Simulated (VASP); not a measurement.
# CdSe in VASP: further runs, part 2 of 3

VASP 6.6.1. Earlier steps stand in the parts before.

## (3) Single point, PBE0

This run uses another cell than the first one, of 24.21 Å³/atom.

The input, POSCAR:

```
CdSe
1.0
    0.0000000000      2.8929913891      2.8929913891
    2.8929913891      0.0000000000      2.8929913891
    2.8929913891      2.8929913891      0.0000000000
Cd Se
1 1
Direct
    0.0000000000      0.0000000000      0.0000000000
    0.5000000000      0.5000000000      0.5000000000
```

The input, INCAR.step1:

```
SYSTEM = CdSe
ALGO = Normal
EDIFF = 1E-5
ENCUT = 520
GGA = PE
ISIF = 2
ISMEAR = -1
LASPH = .TRUE.
LREAL = .FALSE.
LWAVE = .TRUE.
NBANDS = 16
NELM = 60
PREC = Accurate
SIGMA = 0.05
```

The input, INCAR.step2:

```
SYSTEM = CdSe
AEXX = 0.25
ALGO = Normal
EDIFF = 1E-6
ENCUT = 520
GGA = PE
ISIF = 2
ISMEAR = -1
ISTART = 1
LASPH = .TRUE.
LCHARG = .TRUE.
LELF = .TRUE.
LHFCALC = .TRUE.
LREAL = .FALSE.
LVHAR = .TRUE.
LWAVE = .FALSE.
NBANDS = 16
NELM = 60
PREC = Accurate
PRECFOCK = Normal
SIGMA = 0.05
```

The input, KPOINTS:

```
k-points
0
G
  4 4 4
  0 0 0
```

Potentials or basis: VASP PAW PBE potentials, release 64 (Cd, Se).

Started as:

```sh
cat potpaw_PBE.64/Cd/POTCAR potpaw_PBE.64/Se/POTCAR > POTCAR
cp INCAR.step1 INCAR
mpirun -np 1 vasp_std > vasp.out
cp INCAR.step2 INCAR
mpirun -np 1 vasp_std > vasp.out
```

OUTCAR:

```text
SYSTEM = CdSe
   AEXX = 0.25
   EDIFF = 1E-6
   ENCUT = 520
   GGA = PE
   ISIF = 2
   ISMEAR = -1
   ISTART = 1
   LASPH = .TRUE.
   LHFCALC = .TRUE.
   LREAL = .FALSE.
   NELM = 60
   PREC = Accurate
   PRECFOCK = Normal

 ion  position               nearest neighbor table
   1  0.000  0.000  0.000-   2 2.89   2 2.89   2 2.89   2 2.89   2 2.89   2 2.89
   2  0.500  0.500  0.500-   1 2.89   1 2.89   1 2.89   1 2.89   1 2.89   1 2.89

  LATTYP: Found a face centered cubic cell.
 ALAT       =     5.7859827782

  Lattice vectors:

 A1 = (   0.0000000000,   2.8929913891,   2.8929913891)
 A2 = (   2.8929913891,   0.0000000000,   2.8929913891)
 A3 = (   2.8929913891,   2.8929913891,   0.0000000000)

Analysis of symmetry for initial positions (statically):
=====================================================================
 Subroutine PRICEL returns:
 Original cell was already a primitive cell.

 Routine SETGRP: Setting up the symmetry group for a
 face centered cubic supercell.

 Subroutine GETGRP returns: Found 48 space group operations
 (whereof 48 operations were pure point group operations)
 out of a pool of 48 trial point group operations.

The static configuration has the point symmetry O_h .

Analysis of symmetry for dynamics (positions and initial velocities):
=====================================================================
 Subroutine PRICEL returns:
 Original cell was already a primitive cell.

 Routine SETGRP: Setting up the symmetry group for a
 face centered cubic supercell.

 Subroutine GETGRP returns: Found 48 space group operations
 (whereof 48 operations were pure point group operations)
 out of a pool of 48 trial point group operations.

The dynamic configuration has the point symmetry O_h .

 Subroutine INISYM returns: Found 48 space group operations
 (whereof 48 operations are pure point group operations),
 and found     1 'primitive' translations

----------------------------------------------------------------------------------------

                                     Primitive cell

  volume of cell :      48.4252

  direct lattice vectors                    reciprocal lattice vectors
     0.000000000  2.892991389  2.892991389    -0.172831486  0.172831486  0.172831486
     2.892991389  0.000000000  2.892991389     0.172831486 -0.172831486  0.172831486
     2.892991389  2.892991389  0.000000000     0.172831486  0.172831486 -0.172831486

  length of vectors
     4.091307658  4.091307658  4.091307658     0.299352914  0.299352914  0.299352914

  position of ions in fractional coordinates (direct lattice)
     0.000000000  0.000000000  0.000000000
     0.500000000  0.500000000  0.500000000

  ion indices of the primitive-cell ions
   primitive index   ion index
                 1           1
                 2           2

----------------------------------------------------------------------------------------

 KPOINTS: k-points

Automatic generation of k-mesh.
 Grid dimensions read from file:
 generate k-points for:    4    4    4

 Generating k-lattice:

  Cartesian coordinates                     Fractional coordinates (reciprocal lattice)
    -0.043207871  0.043207871  0.043207871     0.250000000  0.000000000  0.000000000
     0.043207871 -0.043207871  0.043207871     0.000000000  0.250000000  0.000000000
     0.043207871  0.043207871 -0.043207871     0.000000000  0.000000000  0.250000000

  Length of vectors
     0.074838229  0.074838229  0.074838229

  Shift w.r.t. Gamma in fractional coordinates (k-lattice)
     0.000000000  0.000000000  0.000000000

 Subroutine IBZKPT returns following result:
 ===========================================

 Found      8 irreducible k-points:

 Following reciprocal coordinates:
            Coordinates               Weight
  0.000000  0.000000  0.000000      1.000000
  0.250000  0.000000  0.000000      8.000000
  0.500000  0.000000  0.000000      4.000000
  0.250000  0.250000  0.000000      6.000000
  0.500000  0.250000  0.000000     24.000000
 -0.250000  0.250000  0.000000     12.000000
  0.500000  0.500000  0.000000      3.000000
 -0.250000  0.500000  0.250000      6.000000
   k-points           NKPTS =      8   k-points in BZ     NKDIM =     64   number of bands    NBANDS=     16
   number of dos      NEDOS =    301   number of ions     NIONS =      2
   total plane-waves  NPLWV =  27000
   dimension x,y,z NGX =    30 NGY =   30 NGZ =   30
   dimension x,y,z NGXF=    60 NGYF=   60 NGZF=   60
   ions per type =               1   1
   NGX,Y,Z   is equivalent  to a cutoff of  12.19, 12.19, 12.19 a.u.
   NGXF,Y,Z  is equivalent  to a cutoff of  24.38, 24.38, 24.38 a.u.
 SYSTEM =  CdSe
   PREC   = accura    normal or accurate (medium, high low for compatibility)
   ISTART =      1    job   : 0-new  1-cont  2-samecut
   ICHARG =      0    charge: 1-file 2-atom 10-const
   ISPIN  =      1    spin polarized calculation?
   LNONCOLLINEAR =      F non collinear calculations
   LSORBIT =      F    spin-orbit coupling
   LASPH  =      T    aspherical Exc in radial PAW
   ENCUT  =  520.0 eV  38.22 Ry    6.18 a.u.   7.61  7.61  7.61*2*pi/ulx,y,z
   NELM   =     60;   NELMIN=  2; NELMDL=  0     # of ELM steps
   EDIFF  = 0.1E-05   stopping-criterion for ELM
   LREAL  =      F    real-space projection
   EDIFFG = 0.1E-04   stopping-criterion for IOM
   NSW    =      0    number of steps for IOM
   IBRION =     -1    ionic relax: 0-MD 1-quasi-New 2-CG
   NFREE  =      0    steps in history (QN), initial steepest desc. (CG)
   ISIF   =      2    stress and relaxation
   ISYM   =      3    0-nonsym 1-usesym 2-fastsym
   POTIM  = 0.5000    time-step for ionic-motion
   TEBEG  =    0.0;   TEEND  =   0.0 temperature during run
   PSTRESS=    0.0 pullay stress
   NELECT =      18.0000    total number of electrons
   NUPDOWN=      -1.0000    fix difference up-down
   EMIN   =  10.00;   EMAX   =-10.00  energy-range for DOS
   EFERMI =   0.00;   METHOD = LEGACY
   ISMEAR =    -1;   SIGMA  =   0.05  broadening in eV -4-tet -1-fermi 0-gaus
   EFERMI_NEDOS =   21; number of points for ismear=-14 and -15
   IALGO  =     38    algorithm
   IMIX   =      1    mixing-type and parameters
     AMIX     =   0.40;   BMIX     =  1.00
     AMIX_MAG =   1.60;   BMIX_MAG =  1.00
  volume/ion in A,a.u.               =      24.21       163.39
  Fermi-wavevector in a.u.,A,eV,Ry     =   1.177087  2.224372 18.851329  1.385534
  Thomas-Fermi vector in A             =   2.313440
   LORBIT       =      0    0 simple, 1 ext, 2 COOP (PROOUT), +10 PAW based schemes
   GGA     = PE    functional components
   LHFCALC =     T    Hartree Fock is set to
   PRECFOCK=normal    Normal, Fast or Accurate (Low or Medium for compatibility)
   ENCUT4O =  -1.0   cutoff for four orbital integrals eV
   NKREDX  =     1    reduce k-point grid by
   NKREDY  =     1    reduce k-point grid by
   NKREDZ  =     1    reduce k-point grid by
   AEXX    =    0.2500 exact exchange contribution
   HFSCREEN=    0.0000 screening length (either q_TF or 0.3 A-1)
   HFSCREENC=   0.0000 screening length for correlation (either q_TF or 0.3 A-1)
   ENCUTFOCK=  -1.0 apply spherical cutoff to Coloumb kernel
   IVDW    =     0    specifies the selected vdW correction
   LEPSILON=     F    determine dielectric tensor
   LRPA    =     F    only Hartree local field effects (RPA)
 non-spin polarized calculation
  energy-cutoff  :      520.00
  volume of cell :       48.43
 maximum number of plane-waves:      1323
  NGX = 24; NGY = 24; NGZ = 24

 number of electron      18.0000009 magnetization

 Free energy of the ion-electron system (eV)
  ---------------------------------------------------
  ext. energy  EPLUGINS =         0.00000000
  ---------------------------------------------------
  free energy    TOTEN  =        -7.01355590 eV

  energy without entropy =       -7.01355255  energy(sigma->0) =       -7.01355422

 E-fermi :   1.7188     XC(G=0):  -7.8134

 val. band max:        1.1424723487   @ k =   0.5000   0.0000   0.0000
 cond. band min:       2.2403279135   @ k =   0.5000   0.5000   0.0000
 fundamental gap:      1.0978555647
 Fermi energy:         1.7187700546

 k-point     1 :       0.0000    0.0000    0.0000
  band No.  band energies     occupation
      1     -12.7564      2.00000
      2      -8.1430      2.00000
      3      -8.1430      2.00000
      4      -8.1087      2.00000
      5      -8.1087      2.00000
      6      -8.1087      2.00000
[... 129 lines left out ...]
      3      -8.0940      2.00000
      4      -8.0940      2.00000
      5      -7.9406      2.00000
      6      -7.5387      2.00000
[... 8 lines left out ...]
     15      15.1149      0.00000
     16      18.0965      0.00000

------------------------ aborting loop because EDIFF is reached ----------------------------------------

  FORCE on cell =-STRESS in cart. coord.  units (eV):
  Direction    XX          YY          ZZ          XY          YZ          ZX
  --------------------------------------------------------------------------------------
  -------------------------------------------------------------------------------------
  Total       -0.8570450     -0.8570450     -0.8570450     -0.0000000      0.0000000      0.0000000
  in kB      -28.3558571    -28.3558571    -28.3558571     -0.0000000      0.0000000      0.0000000
  external PRESSURE =     -28.3558571 kB  Pullay stress =       0.0000000 kB

 VOLUME and BASIS-vectors are now :
 -----------------------------------------------------------------------------
  energy-cutoff  :      520.00
  volume of cell :       48.43
      direct lattice vectors                 reciprocal lattice vectors
     0.000000000  2.892991389  2.892991389    -0.172831486  0.172831486  0.172831486
     2.892991389  0.000000000  2.892991389     0.172831486 -0.172831486  0.172831486
     2.892991389  2.892991389  0.000000000     0.172831486  0.172831486 -0.172831486

 POSITION                                       TOTAL-FORCE (eV/Angst)
 -----------------------------------------------------------------------------------
      0.00000      0.00000      0.00000        -0.000000     -0.000000     -0.000000
      2.89299      2.89299      2.89299         0.000000      0.000000      0.000000
 -----------------------------------------------------------------------------------
    total drift:                                0.000000      0.000000     -0.000000

  FREE ENERGIE OF THE ION-ELECTRON SYSTEM (eV)
  ---------------------------------------------------
  free  energy   TOTEN  =        -7.0135558994 eV

  energy  without entropy=       -7.0135525455  energy(sigma->0) =       -7.01355422
```

It took 6.7 min on 1 thread of Intel Xeon Platinum 8259CL at 2.50GHz (Skylake/Cascade Lake), shared host; peak memory 0.17 GiB.

Results:

| Quantity | Value |
| --- | --- |
| Free energy | -7.0136 eV |
| Pressure | -2.8 GPa |
| Band gap on the k mesh | 1.10 eV (least direct gap 2.16 eV) |

Caveat: the k points lie up to 0.47 Å⁻¹ apart; the PAW data sets were made with another functional, which shifts forces and pressure a little. A k mesh can miss the band edges.

## (4) Single point, PBE0

This run uses another cell than the first one, of 24.69 Å³/atom.

The input, POSCAR:

```
CdSe
1.0
    0.0000000000      2.9117775739      2.9117775739
    2.9117775739      0.0000000000      2.9117775739
    2.9117775739      2.9117775739      0.0000000000
Cd Se
1 1
Direct
    0.0000000000      0.0000000000      0.0000000000
    0.5000000000      0.5000000000      0.5000000000
```

The input, INCAR.step1:

```
SYSTEM = CdSe
PREC     = Accurate       ! precision mode
ENCUT    = 520            ! plane-wave cutoff, eV
EDIFF    = 1E-5           ! SCF threshold, eV
ISMEAR   = -1             ! smearing method
SIGMA    = 0.05           ! smearing width, eV
LREAL    = .False.        ! projectors in reciprocal space
LASPH    = .True.         ! aspherical terms in the spheres
NELM     = 80             ! most SCF steps
ALGO     = Normal         ! electronic algorithm
ISIF     = 2              ! what is computed and relaxed
LWAVE    = .True.         ! write WAVECAR
NBANDS   = 16             ! bands
GGA      = PE             ! functional
```

The input, INCAR.step2:

```
SYSTEM = CdSe
PREC     = Accurate       ! precision mode
ENCUT    = 520            ! plane-wave cutoff, eV
EDIFF    = 1E-6           ! SCF threshold, eV
ISMEAR   = -1             ! smearing method
SIGMA    = 0.05           ! smearing width, eV
LREAL    = .False.        ! projectors in reciprocal space
LASPH    = .True.         ! aspherical terms in the spheres
NELM     = 80             ! most SCF steps
ALGO     = Normal         ! electronic algorithm
ISIF     = 2              ! what is computed and relaxed
LWAVE    = .False.        ! write WAVECAR
LCHARG   = .True.         ! write CHGCAR
GGA      = PE             ! functional
LHFCALC  = .True.         ! exact exchange
AEXX     = 0.25           ! exact-exchange fraction
PRECFOCK = Normal       
LELF     = .True.         ! ELF
LVHAR    = .True.       
NBANDS   = 16             ! bands
ISTART   = 1
```

The input, KPOINTS:

```
Automatic mesh
0
Gamma
  4 4 4
  0 0 0
```

Started as:

```sh
cat potpaw_PBE.64/Cd/POTCAR potpaw_PBE.64/Se/POTCAR > POTCAR
cp INCAR.step1 INCAR
mpirun -np 1 vasp_std > vasp.out
cp INCAR.step2 INCAR
mpirun -np 1 vasp_std > vasp.out
```

It took 6.8 min on 1 thread of Intel Xeon Platinum 8259CL at 2.50GHz (Skylake/Cascade Lake), shared host; peak memory 0.19 GiB.

It converged, with:

| Item | Value |
| --- | --- |
| Free energy | -6.9938 eV |
| Pressure | -3.9 GPa |
| Band gap on the k mesh | 1.09 eV (least direct gap 2.05 eV) |

Levels at points of the mesh, in eV from the valence-band top:
| k point | band 6 | band 7 | band 8 | band 9 | band 10 | band 11 | band 12 | band 13 |
| --- | --- | --- | --- | --- | --- | --- | --- | --- |
| (0.00, 0.00, 0.00) | -9.23 | -0.49 | -0.49 | -0.49 | 1.56 | 10.36 | 10.36 | 10.36 |
| (0.50, 0.00, 0.00) | -9.12 | -5.11 | 0.00 | 0.00 | 4.62 | 7.00 | 7.00 | 7.78 |
| (0.50, 0.50, 0.00) | -8.55 | -4.14 | -1.99 | -1.99 | 1.09 | 7.05 | 11.53 | 12.20 |

Caveat: the k points lie up to 0.47 Å⁻¹ apart; the PAW data sets were made with another functional, which shifts forces and pressure a little.

[end of part 2 of 3]
